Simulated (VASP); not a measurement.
Crystal: Sb.

```xyz
2
Lattice="2.1542 1.2437 3.7580 -2.1542 1.2437 3.7580 0.0000 -2.4875 3.7580" Properties=species:S:1:pos:R:3 pbc="T T T"
Sb    0.0000    0.0000    2.6324
Sb    0.0000    0.0000    8.6416
```

```yaml
Program: VASP 6.6.1
Task: relaxation of cell and atoms
Functional: r2SCAN
Dispersion: rVV10
Potentials_or_basis: VASP PAW PBE potentials, release 64 (Sb)
Cutoff: 600 eV
k_mesh: 11 × 11 × 11
Occupations: fermi-dirac, width 0.1 eV
Spin: no spin polarisation
```

At the start: pressure 1.1 GPa; volume 30.21 Å³/atom.

Task: How do energy, volume and symmetry change on relaxing?

Result: Over 3 steps the energy falls by 2.0 meV/atom and the volume is 30.72 Å³/atom (+1.7 %); space group R-3m (No. 166, to 0.1 Å) before and after.

Step by step:
```
step  energy change (eV)  largest force (eV/Å)  pressure (GPa)  volume (Å³)
   1              0.0000                0.1252            1.14        60.41
   2             -0.0014                0.1014           -0.86        62.31
   3             -0.0040                0.0027            0.01        61.45
```

Final structure:
```xyz
2
Lattice="2.1672 1.2512 3.7767 -2.1672 1.2512 3.7767 0.0000 -2.5024 3.7767" Properties=species:S:1:pos:R:3 pbc="T T T"
Sb    0.0000    0.0000    2.6488
Sb    0.0000    0.0000    8.6813
```

Caveat: the PAW data sets were made with another functional, which shifts forces and pressure a little.
